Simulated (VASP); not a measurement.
Here is a VASP 6.6.1 calculation.

The input INCAR:

```
  PREC = Accurate
  ENCUT = 520
  EDIFF = 1E-6
  ISMEAR = -1
  SIGMA = 0.05
  LREAL = F
  LASPH = T
  NELM = 80
  ALGO = Normal
  ISIF = 2
  LWAVE = F
  LCHARG = F
  GGA = PE
  NBANDS = 27
```

The input KPOINTS:

```
regular mesh
0
Gamma
  10 10 4
```

POSCAR

```
Ta3N
1.0
    2.9703244971      0.0000000000      0.0000000000
   -1.4851622486      2.5723764720      0.0000000000
    0.0000000000      0.0000000000      7.3705400853
Ta N
3 1
Direct
    0.6666666667      0.3333333333      0.8260700000
    0.3333333333      0.6666666667      0.1739300000
    0.0000000000      0.0000000000      0.5000000000
    0.0000000000      0.0000000000      0.0000000000
```

Potentials or basis: VASP PAW PBE potentials, release 64 (Ta_pv, N).

Run with:

```sh
$ cat potpaw_PBE.64/Ta_pv/POTCAR potpaw_PBE.64/N/POTCAR > POTCAR
$ mpirun -np 1 vasp_std > vasp.out
```

Task: Predict the band gap on the k mesh.

Result: Zero (band 19 reaches 7.71 eV, above the bottom of band 20 at 6.95 eV).

Task: Predict the pressure.

Result: 16.9 GPa.

Forces in eV/Å, atoms in the order of the input:
```
Ta   0.000  0.000 -0.347
Ta   0.000  0.000  0.347
Ta   0.000  0.000  0.000
N    0.000  0.000  0.000
```

Caveat: spin-orbit coupling is left out, which moves the levels of the heavy elements.
